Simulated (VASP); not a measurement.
Wanted: the native input for a VASP 6.6.1 run.

* Task: single point
* Functional: PBE
* Potentials or basis: VASP PAW PBE potentials, release 64 (Sc_sv, B, P)
* Cutoff: 520 eV
* k mesh: 12 × 12 × 4
* Occupations: gaussian, width 0.1 eV
* Spin: no spin polarisation
* Dipole correction: no
* Further INCAR settings: ALGO = Normal; EDIFF = 1e-07; NBANDS = 25

The structure of ScB2P3 lies in POSCAR:

```
ScB2P3
1.0
    3.2562550469      0.0000000000      0.0000000000
   -1.6281275235      2.8199995918      0.0000000000
    0.0000000000      0.0000000000      8.9682840046
Sc B P
1 2 3
Direct
    0.0000000000      0.0000000000      0.9731053098
    0.0000000000      0.0000000000      0.6814466929
    0.3333333333      0.6666666667      0.3910468476
    0.0000000000      0.0000000000      0.4626069843
    0.3333333333      0.6666666667      0.1741626744
    0.6666666667      0.3333333333      0.7576314910
```

The input as run:

INCAR

```
SYSTEM = ScB2P3
PREC = Accurate ; ENCUT = 520
EDIFF = 1E-7 ; ISMEAR = 0
SIGMA = 0.1 ; LREAL = .False.
LASPH = .True. ; NELM = 80
ALGO = Normal ; ISIF = 2
LWAVE = .False. ; LCHARG = .False.
GGA = PE ; NBANDS = 25
```

KPOINTS

```
regular mesh
0
Gamma
  12 12 4
  0 0 0
```

Potentials or basis: VASP PAW PBE potentials, release 64 (Sc_sv, B, P).

Command:

```sh
$ cat potpaw_PBE.64/Sc_sv/POTCAR potpaw_PBE.64/B/POTCAR potpaw_PBE.64/P/POTCAR > POTCAR
$ mpirun -np 1 vasp_std > vasp.out
```

Results of the run:

The pressure is 0.0 GPa. The largest force is 0.041 eV/Å. The band gap on the k mesh is zero (bands 16 and 17 overlap by 0.93 eV).

Wall time 79 s on 1 thread of AMD EPYC 9R45 96-Core Processor (Zen 5), with other jobs on the host, peak memory 0.25 GiB.
